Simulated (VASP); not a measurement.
# Cd: single point with PBEsol

The system is Cd.

```
Cd
1.0
     0.00000    2.21815    2.28469
     2.21815    0.00000    2.28469
     2.21815    2.21815    0.00000
Cd
1
Direct
  0.00000 0.00000 0.00000
```

This cell differs from its parent crystal: strain +0.000 along x and y, +0.030 along z.

```
Program             : VASP 6.6.1
Task                : single point
Functional          : PBEsol
Potentials or basis : VASP PAW PBE potentials, release 64 (Cd)
Cutoff              : 520 eV
k mesh              : 18 × 18 × 18
Occupations         : gaussian, width 0.15 eV
Spin                : no spin polarisation
```

```json
{"Pressure": "-3.0 GPa", "Band gap on the k mesh": "zero (bands 6 and 7 overlap by 3.08 eV)"}
```

Stress tensor (GPa, compression positive):
```
-2.73  0.00  0.00
 0.00 -2.73  0.00
 0.00  0.00 -3.65
```

Levels at points of the mesh, in eV from the Fermi level:
| k point | band 4 | band 5 | band 6 | band 7 | band 8 | band 9 |
| --- | --- | --- | --- | --- | --- | --- |
| (0.00, 0.00, 0.00) | -8.54 | -8.52 | -8.45 | 13.86 | 14.69 | 14.69 |
| (0.50, 0.00, 0.00) | -8.15 | -8.12 | -2.16 | -1.31 | 11.85 | 12.65 |
| (0.50, 0.50, 0.00) | -8.05 | -8.05 | -0.93 | 0.92 | 7.04 | 7.04 |
| (0.50, 0.00, 0.50) | -8.07 | -8.01 | -0.56 | 1.53 | 6.52 | 6.63 |

Wall time 88 s on 1 thread of Oxide Virtual Turin-like Processor (shared host), peak memory 0.2 GiB.

Caveat: the cell differs from its parent crystal (strain +0.000 along x and y, +0.030 along z); the cell stands under tension; the PAW data sets were made with another functional, which shifts forces and pressure a little.
